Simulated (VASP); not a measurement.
# Bi (Im-3m) in VASP: notebook, part 2 of 2

VASP 6.6.1. The steps go on from the part before.

## (4) Relaxation of cell and atoms, r2SCAN+rVV10, target pressure 10.1 GPa, at which the enthalpy is minimised

This run uses another cell than the first one, of 31.12 Å³/atom, 1.156 times its volume.

POSCAR reads:

```
Bi
1.0
   -1.9814305318      1.9814305318      1.9814305318
    1.9814305318     -1.9814305318      1.9814305318
    1.9814305318      1.9814305318     -1.9814305318
Bi
1
Direct
    0.0000000000      0.0000000000      0.0000000000
```

INCAR.step1 reads:

```
PREC = Accurate
ENCUT = 600
ISMEAR = 0
SIGMA = 0.1
LREAL = False
LASPH = True
NELM = 100
GGA = PE
ALGO = Normal
EDIFF = 1E-4
LWAVE = True
LCHARG = False
```

INCAR.step2 reads:

```
PREC = Accurate
ENCUT = 600
EDIFF = 1E-6
ISMEAR = 0
SIGMA = 0.1
LREAL = False
LASPH = True
NELM = 100
ALGO = Normal
ISIF = 3
LWAVE = False
LCHARG = False
METAGGA = R2SCAN
LMIXTAU = True
LUSE_VDW = True
IVDW_NL = 2
BPARAM = 11.95
CPARAM = 0.0093
IBRION = 2
NSW = 100
EDIFFG = -0.002
PSTRESS = 101.0
ISTART = 1
```

KPOINTS reads:

```
Automatic mesh
0
Gamma
  16 16 16
```

Potentials or basis: VASP PAW PBE potentials, release 64 (Bi_d).

Command:

```bash
$ cat potpaw_PBE.64/Bi_d/POTCAR > POTCAR
$ cp INCAR.step1 INCAR
$ mpirun -np 1 vasp_std > vasp.out
$ cp INCAR.step2 INCAR
$ mpirun -np 1 vasp_std > vasp.out
```

OUTCAR:

```text
PREC = Accurate
   ENCUT = 600
   EDIFF = 1E-6
   ISMEAR = 0
   LREAL = False
   LASPH = True
   NELM = 100
   ISIF = 3
   METAGGA = R2SCAN
   IVDW_NL = 2
   BPARAM = 11.95
   IBRION = 2
   NSW = 100
   EDIFFG = -0.002
   PSTRESS = 101.0
   ISTART = 1

 ion  position               nearest neighbor table
   1  0.000  0.000  0.000-

  LATTYP: Found a body centered cubic cell.
 ALAT       =     3.9628610636

  Lattice vectors:

 A1 = (  -1.9814305318,   1.9814305318,   1.9814305318)
 A2 = (   1.9814305318,  -1.9814305318,   1.9814305318)
 A3 = (   1.9814305318,   1.9814305318,  -1.9814305318)

Analysis of symmetry for initial positions (statically):
=====================================================================
 Subroutine PRICEL returns:
 Original cell was already a primitive cell.

 Routine SETGRP: Setting up the symmetry group for a
 body centered cubic supercell.

 Subroutine GETGRP returns: Found 48 space group operations
 (whereof 48 operations were pure point group operations)
 out of a pool of 48 trial point group operations.

The static configuration has the point symmetry O_h .

Analysis of symmetry for dynamics (positions and initial velocities):
=====================================================================
 Subroutine PRICEL returns:
 Original cell was already a primitive cell.

 Routine SETGRP: Setting up the symmetry group for a
 body centered cubic supercell.

 Subroutine GETGRP returns: Found 48 space group operations
 (whereof 48 operations were pure point group operations)
 out of a pool of 48 trial point group operations.

The dynamic configuration has the point symmetry O_h .

 Subroutine INISYM returns: Found 48 space group operations
 (whereof 48 operations are pure point group operations),
 and found     1 'primitive' translations

----------------------------------------------------------------------------------------

                                     Primitive cell

  volume of cell :      31.1169
[... 129 lines left out ...]

 number of electron      14.9999994 magnetization

 Free energy of the ion-electron system (eV)
  ---------------------------------------------------
  ext. energy  EPLUGINS =         0.00000000
  ---------------------------------------------------
  free energy    TOTEN  =       -57.90086786 eV

  energy without entropy =      -57.89729894  energy(sigma->0) =      -57.89908340

------------------------ aborting loop because EDIFF is reached ----------------------------------------

  FORCE on cell =-STRESS in cart. coord.  units (eV):
  Direction    XX          YY          ZZ          XY          YZ          ZX
  --------------------------------------------------------------------------------------
  -------------------------------------------------------------------------------------
  Total       -0.1855686     -0.1855686     -0.1855686      0.0000000      0.0000000      0.0000000
  in kB       -9.5547320     -9.5547320     -9.5547320      0.0000000      0.0000000      0.0000000
  external PRESSURE =    -110.5547320 kB  Pullay stress =     101.0000000 kB
[... 24 lines left out ...]
--------------------------------------- Ionic step        2  -------------------------------------------

 number of electron      15.0000004 magnetization

 E-fermi :  12.6378     XC(G=0): -12.9899

 val. band max:       12.6279044074   @ k =  -0.4375   0.5000   0.3125
 cond. band min:      12.6429211519   @ k =   0.1875   0.1875   0.0625
 fundamental gap:      0.0150167445
 Fermi energy:        12.6378119547

 k-point     1 :       0.0000    0.0000    0.0000
  band No.  band energies     occupation
      1     -11.6031      2.00000
      2     -11.6031      2.00000
      3     -11.6031      2.00000
      4     -11.2126      2.00000
      5     -11.2126      2.00000
      6      -4.4511      2.00000
      7      20.9834      0.00000
      8      20.9834      0.00000
      9      20.9834      0.00000
     10      23.6850      0.00000
     11      23.6850      0.00000
[... 391 lines left out ...]
  energy  without entropy=      -57.8118224111  energy(sigma->0) =      -57.81283652

  enthalpy is  TOTEN    =       -56.1003408040 eV   P V=        1.7135098333

[... ionic steps 4 to 13 ...]

--------------------------------------- Ionic step       14  -------------------------------------------

 number of electron      14.9999996 magnetization

------------------------ aborting loop because EDIFF is reached ----------------------------------------
[... 69 lines left out ...]
--------------------------------------- Ionic step       16  -------------------------------------------

 number of electron      14.9999996 magnetization

 Free energy of the ion-electron system (eV)
  ---------------------------------------------------
  ext. energy  EPLUGINS =         0.00000000
  ---------------------------------------------------
  free energy    TOTEN  =       -57.80257658 eV

  energy without entropy =      -57.80054102  energy(sigma->0) =      -57.80155880

 E-fermi :   9.7007     XC(G=0): -11.8839

 val. band max:        9.6769971257   @ k =  -0.2500   0.3750   0.1250
 cond. band min:       9.7074117410   @ k =   0.3125   0.1250   0.0625
 fundamental gap:      0.0304146153
 Fermi energy:         9.7007070830

 k-point     1 :       0.0000    0.0000    0.0000
  band No.  band energies     occupation
      1     -14.1560      2.00000
      2     -14.1560      2.00000
      3     -14.1560      2.00000
      4     -13.9308      2.00000
      5     -13.9308      2.00000
      6      -5.5326      2.00000
      7      16.2437      0.00000
      8      16.2437      0.00000
      9      16.2437      0.00000
     10      20.9655      0.00000
     11      20.9655      0.00000
[... 354 lines left out ...]
  energy  without entropy=      -57.8005410211  energy(sigma->0) =      -57.80155880

  enthalpy is  TOTEN    =       -56.1007585495 eV   P V=        1.7018180309

 reached required accuracy - stopping structural energy minimisation
```

OUTCAR.step1:

```text
PREC = Accurate
   ENCUT = 600
   ISMEAR = 0
   LREAL = False
   LASPH = True
   NELM = 100
[... 550 lines left out ...]

 POSITION                                       TOTAL-FORCE (eV/Angst)
 -----------------------------------------------------------------------------------
      0.00000      0.00000      0.00000         0.000000      0.000000     -0.000000
 -----------------------------------------------------------------------------------
    total drift:                                0.000000      0.000000      0.000000

  FREE ENERGIE OF THE ION-ELECTRON SYSTEM (eV)
  ---------------------------------------------------
  free  energy   TOTEN  =        -3.7549278749 eV

  energy  without entropy=       -3.7505354593  energy(sigma->0) =       -3.75273167
```

OSZICAR.step1:

```text
N       E                     dE             d eps       ncg     rms          rms(c)
DAV:   1     0.108771189278E+03    0.10877E+03   -0.87380E+03  3199   0.172E+03
DAV:   2     0.193687289279E+01   -0.10683E+03   -0.10446E+03  3268   0.373E+02
DAV:   3    -0.361711925755E+01   -0.55540E+01   -0.54865E+01  3672   0.916E+01
DAV:   4    -0.375218018731E+01   -0.13506E+00   -0.13496E+00  3729   0.152E+01
DAV:   5    -0.375823683076E+01   -0.60566E-02   -0.60564E-02  4164   0.298E+00    0.456E-01
DAV:   6    -0.375507157814E+01    0.31653E-02   -0.89971E-03  3939   0.150E+00    0.273E-01
DAV:   7    -0.375485618757E+01    0.21539E-03   -0.59559E-03  3766   0.123E+00    0.809E-02
DAV:   8    -0.375492787485E+01   -0.71687E-04   -0.50964E-04  3547   0.406E-01
   1 F= -.37549279E+01 E0= -.37527317E+01  d E =-.439242E-02
```

It took 43 min on 1 thread of AMD EPYC 7R43 (Zen 3), shared host; peak memory 0.29 GiB.

What came out:

```
Free energy                                            : -57.8026 eV
Relaxed volume                                         : 27.00 Å³/atom
Relaxed cell                                           : a = 3.273 Å, b = 3.273 Å, c = 3.273 Å, α = 109.47°, β = 109.47°, γ = 109.47°
Space group after relaxing (to 0.05 Å)                 : Im-3m (No. 229)
Energy change on relaxing (the enthalpy is what falls) : +98.3 meV/atom
Ionic steps                                            : 16
Pressure after relaxing                                : 10.1 GPa
```

Step by step:
```
step  energy change (eV)  largest force (eV/Å)  pressure (GPa)  volume (Å³)
   1              0.0000                0.0000           -0.96        31.12
   2              0.7331                0.0000           38.23        22.41
   3              0.0870                0.0000            9.43        27.18
   4              0.0956                0.0000            9.94        27.04
   5              0.1005                0.0000           10.31        26.96
   6              0.0927                0.0000            9.75        27.09
   7              0.0982                0.0000           10.18        27.00
   8              0.0971                0.0000           10.02        27.02
   9              0.0976                0.0000           10.02        27.01
  10              0.0979                0.0000           10.06        27.00
  11              0.0981                0.0000           10.01        27.00
  12              0.0981                0.0000           10.04        27.00
  13              0.1000                0.0000           10.23        26.97
  14              0.0987                0.0000           10.12        26.99
  15              0.0986                0.0000           10.19        26.99
  16              0.0983                0.0000           10.11        27.00
```

Final structure:
```cif
data_structure
_symmetry_space_group_name_H-M 'P 1'
_symmetry_Int_Tables_number 1
_cell_length_a 3.2732
_cell_length_b 3.2732
_cell_length_c 3.2732
_cell_angle_alpha 109.471
_cell_angle_beta 109.471
_cell_angle_gamma 109.471
_cell_volume 27.00
loop_
_atom_site_label
_atom_site_type_symbol
_atom_site_fract_x
_atom_site_fract_y
_atom_site_fract_z
_atom_site_occupancy
Bi1 Bi 0.00000 0.00000 0.00000 1
```

Caveat: the cell is relaxed towards a set pressure, so the enthalpy falls and the energy may rise; the PAW data sets were made with another functional, which shifts forces and pressure a little; spin-orbit coupling is left out, which moves the levels of the heavy elements.

## (5) The runs side by side

| task | cell | cutoff (eV) | gap on the mesh (eV) | pressure (GPa) |
| --- | --- | --- | --- | --- |
| single point | a = 3.270 Å, angles 109.5°, 1 atom | 520 | none | 10.3 |
| relaxation of cell and atoms | relaxed to 10.1 GPa from a = 3.270 Å, angles 109.5°, 1 atom | 600 | none | 10.1 |
| relaxation of cell and atoms | relaxed to 10.1 GPa from a = 3.432 Å, angles 109.5°, 1 atom | 600 | none | 10.1 |

Alike in all rows: level r2SCAN+rVV10; potentials or basis VASP PAW PBE potentials, release 64 (Bi_d); no spin polarisation; k mesh 16 × 16 × 16; smearing gaussian 0.1 eV.

Caveats: the PAW data sets were made with another functional, which shifts forces and pressure a little; spin-orbit coupling is left out, which moves the levels of the heavy elements; the cell is relaxed towards a set pressure, so the enthalpy falls and the energy may rise (some runs).

Absolute energies hang on the potentials; compare differences alone.
